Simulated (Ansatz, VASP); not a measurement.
Two plane-wave programs on Al2O3

```
Al O
1.0
     3.11507    0.00000    0.00000
    -1.55754    2.69773    0.00000
     0.00000    0.00000    9.71022
Al O
2 3
Direct
  0.00000 0.00000 0.14999
  0.00000 0.00000 0.85001
  0.33333 0.66667 0.22232
  0.66667 0.33333 0.00000
  0.33333 0.66667 0.77768
```

Change from the starting cell: strain +0.080 along x and y, +0.040 along z, atoms carried along.

Alike in both runs: task single point; functional r2SCAN; k mesh 12 × 12 × 4; occupations gaussian, width 0.05 eV; no spin polarisation.

|  | VASP | Ansatz |
| --- | --- | --- |
| version | VASP 6.6.1 | Ansatz 0.2.0 |
| potentials or method | VASP PAW PBE potentials, release 64 (Al, O), cutoff 520 eV | scalar-relativistic, plane waves, PAW |
| valence electrons in the cell | 24 | 24 |

```csv
,VASP,Ansatz,Ansatz less VASP
gap on the k mesh at the Fermi level (eV),3.64,3.66,+0.025
least direct gap on the mesh (eV),3.77,3.79,+0.023
pressure (GPa),-23.7,-23.4,+0.22
"traceless stress, the component that is largest in VASP (GPa)",11.99,12.09,+0.102
rms of the force components (eV/Å),0.794,0.779,-0.0153
```

VASP's potentials were made for PBE, not for r2SCAN. Atom by atom the forces differ by 0.015 eV/Å (rms over components).
